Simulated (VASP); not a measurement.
**Au: relaxation of cell and atoms with LDA**

Au:

```
Au
1.0
     2.63589    0.00000    0.00000
     0.00000    2.63589    0.00000
     0.00000    0.00000    2.63589
Au
1
Direct
  0.00000 0.00000 0.00000
```

```yaml
Program: VASP 6.6.1
Task: relaxation of cell and atoms
Functional: LDA
Potentials_or_basis: VASP PAW LDA potentials, release 64 (Au)
Cutoff: 600 eV
k_mesh: 12 × 12 × 12
Occupations: fermi-dirac, width 0.1 eV
Spin: no spin polarisation
Dipole_correction: no
Further_INCAR_settings: ALGO = Normal; EDIFF = 1e-06; IBRION = 2; EDIFFG = -0.01; NSW = 80; ISIF = 3
```

| Item | Value |
| --- | --- |
| Relaxed volume | 19.05 Å³/atom |
| Relaxed cell | a = 2.671 Å, b = 2.671 Å, c = 2.671 Å, α = 90.00°, β = 90.00°, γ = 90.00° |
| Space group after relaxing (to 0.05 Å) | Pm-3m (No. 221) |
| Energy gained by relaxing | 14.2 meV/atom |
| Ionic steps | 4 |
| Pressure after relaxing | 0.0 GPa |

The path:
| step | energy change (eV) | largest force (eV/Å) | pressure (GPa) | volume (Å³) |
| --- | --- | --- | --- | --- |
| 1 | 0.0000 | 0.0000 | 6.44 | 18.31 |
| 2 | 0.0200 | 0.0000 | -7.93 | 20.33 |
| 3 | -0.0142 | 0.0000 | -0.09 | 19.06 |
| 4 | -0.0142 | 0.0000 | 0.01 | 19.05 |

Final structure:
```cif
data_structure
_symmetry_space_group_name_H-M 'P 1'
_symmetry_Int_Tables_number 1
_cell_length_a 2.6707
_cell_length_b 2.6707
_cell_length_c 2.6707
_cell_angle_alpha 90.000
_cell_angle_beta 90.000
_cell_angle_gamma 90.000
_cell_volume 19.05
loop_
_atom_site_label
_atom_site_type_symbol
_atom_site_fract_x
_atom_site_fract_y
_atom_site_fract_z
_atom_site_occupancy
Au1 Au 0.00000 0.00000 0.00000 1
```

Levels at points of the mesh, in eV from the Fermi level:
| k point | band 1 | band 2 | band 3 | band 4 | band 5 | band 6 | band 7 | band 8 | band 9 |
| --- | --- | --- | --- | --- | --- | --- | --- | --- | --- |
| (0.00, 0.00, 0.00) | -8.52 | -6.24 | -6.24 | -1.38 | -1.38 | -1.38 | 14.25 | 14.25 | 14.25 |
| (0.50, 0.00, 0.00) | -6.28 | -5.79 | -3.06 | -3.06 | -1.22 | -0.83 | 2.45 | 16.40 | 18.85 |
| (0.50, 0.50, 0.00) | -6.20 | -5.38 | -2.76 | -2.76 | -0.10 | 3.78 | 3.78 | 7.23 | 11.99 |
| (0.50, 0.50, 0.50) | -5.42 | -5.42 | -5.42 | 0.01 | 0.01 | 8.77 | 8.77 | 8.77 | 9.98 |

Wall time 31 s on 1 thread of AMD EPYC 7R13 Processor (Zen 3) (shared host), peak memory 0.12 GiB.

Caveat: spin-orbit coupling is left out, which moves the levels of the heavy elements.
